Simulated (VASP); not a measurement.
Set up this calculation in VASP 6.6.1, as the native input.

* Task: single point
* Functional: PBE
* Dispersion: D3(BJ)
* Potentials or basis: VASP PAW PBE potentials, release 64 (N)
* Cutoff: 520 eV
* k mesh: 1 × 1 × 1
* Occupations: gaussian, width 0.01 eV
* Spin: no spin polarisation
* Dipole correction: no
* Further INCAR settings: ALGO = Normal; EDIFF = 1e-07; NBANDS = 12

The structure of N2 lies in POSCAR:

```
N
1.0
    9.6000000000      0.0000000000      0.0000000000
    0.0000000000      9.8000000000      0.0000000000
    0.0000000000      0.0000000000     10.0000000000
N
2
Direct
    0.5331435476      0.5324667934      0.5318178690
    0.4668564524      0.4675332066      0.4681821310
```

These files were run (other wordings do the same):

INCAR

```
ALGO = Normal
EDIFF = 1E-7
ENCUT = 520
GGA = PE
ISIF = 2
ISMEAR = 0
IVDW = 12
LASPH = T
LCHARG = F
LREAL = F
LWAVE = F
NBANDS = 12
NELM = 80
PREC = Accurate
SIGMA = 0.01
```

KPOINTS

```
k-points
0
Gamma
  1 1 1
```

Potentials or basis: VASP PAW PBE potentials, release 64 (N).

The run is started by

```console
$ cat potpaw_PBE.64/N/POTCAR > POTCAR
$ mpirun -np 1 vasp_gam > vasp.out
```

Results of the run:

| Item | Value |
| --- | --- |
| Largest force | 1.729 eV/Å |
| Gap between the frontier levels | 8.20 eV |
| Dispersion energy per atom | -0.006 eV |

Caveat: the standard files for N, O and F lose accuracy on very short bonds.

Run time: 120 s on 1 thread of Intel Xeon 8259CL, with other jobs on the host, peak memory 0.8 GiB.
